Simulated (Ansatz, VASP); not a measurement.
Two plane-wave programs on Si2Ni

INCAR

```
SYSTEM = Si2Ni
ALGO = Normal
EDIFF = 1E-7
ENCUT = 520
GGA = PS
ISIF = 2
ISMEAR = 0
LASPH = .True.
LCHARG = .False.
LREAL = .False.
LWAVE = .False.
NBANDS = 37
NELM = 100
PREC = Accurate
SIGMA = 0.15
```

Contents of KPOINTS:

```
k-points
0
Gamma
  14 14 5
  0 0 0
```

File POSCAR:

```
Si2Ni
1.0
    2.6957048483     -2.6957048483      0.0000000000
    2.6957048483      0.0000000000     -2.6957048483
    5.2182046157      5.2182046157      5.2182046157
Si Ni
6 3
Direct
    0.6666666667      0.6666666667      0.4305140808
    1.0000000000      0.0000000000      0.0861165921
    0.3333333333      0.3333333333      0.7749115696
    0.6666666667      0.6666666667      0.9471103140
    1.0000000000      0.0000000000      0.6027128252
    0.3333333333      0.3333333333      0.2583153364
    0.3333333333      0.3333333333      0.5166134530
    0.6666666667      0.6666666667      0.1722159643
    1.0000000000      0.0000000000      0.8610109418
```

Input for Ansatz:

```yaml
crystal:
  lattice:
    - [2.6957048483, -2.6957048483, 0.0]
    - [2.6957048483, 0.0, -2.6957048483]
    - [5.2182046157, 5.2182046157, 5.2182046157]
  atoms:
    - { symbol: Si, position: [0.6666666667, 0.6666666667, 0.4305140808] }
    - { symbol: Si, position: [1.0, 0.0, 0.0861165921] }
    - { symbol: Si, position: [0.3333333333, 0.3333333333, 0.7749115696] }
    - { symbol: Si, position: [0.6666666667, 0.6666666667, 0.947110314] }
    - { symbol: Si, position: [1.0, 0.0, 0.6027128252] }
    - { symbol: Si, position: [0.3333333333, 0.3333333333, 0.2583153364] }
    - { symbol: Ni, position: [0.3333333333, 0.3333333333, 0.516613453] }
    - { symbol: Ni, position: [0.6666666667, 0.6666666667, 0.1722159643] }
    - { symbol: Ni, position: [1.0, 0.0, 0.8610109418] }
basis:
  ecutwfc: 420
kpoints:
  mp_grid: { grid: [14, 14, 5] }
hamiltonian:
  xc: pbesol
scf:
  occupations: { method: gaussian, width: 0.15 }
output:
  forces: true
  stress: true
  eigenvalues: true
```

Alike in both runs: task single point; functional PBEsol; k mesh 14 × 14 × 5; occupations gaussian, width 0.15 eV; no spin polarisation.

|  | VASP | Ansatz |
| --- | --- | --- |
| version | VASP 6.6.1 | Ansatz 0.2.0 |
| potentials or method | VASP PAW PBE potentials, release 64 (Si, Ni), cutoff 520 eV | scalar-relativistic, plane waves, PAW |
| valence electrons in the cell | 54 | 78 |

|  | VASP | Ansatz | Ansatz less VASP |
| --- | --- | --- | --- |
| gap on the k mesh at the Fermi level (eV) | none | none | - |
| pressure (GPa) | 8.7 | 8.5 | -0.14 |
| traceless stress, the component that is largest in VASP (GPa) | 6.22 | 6.17 | -0.042 |
| rms of the force components (eV/Å) | 1.221 | 1.209 | -0.0123 |

VASP's potentials were made for PBE, not for PBEsol. Atom by atom the forces differ by 0.013 eV/Å (rms over components). A gap of «none» marks a metal or a gap that the smearing closes. The functional is the same, so the differences come from potentials, cutoffs and numerics. VASP's potentials hold 54 valence electrons a cell and Ansatz's 78, so a difference there can come from the potentials and not from the codes.
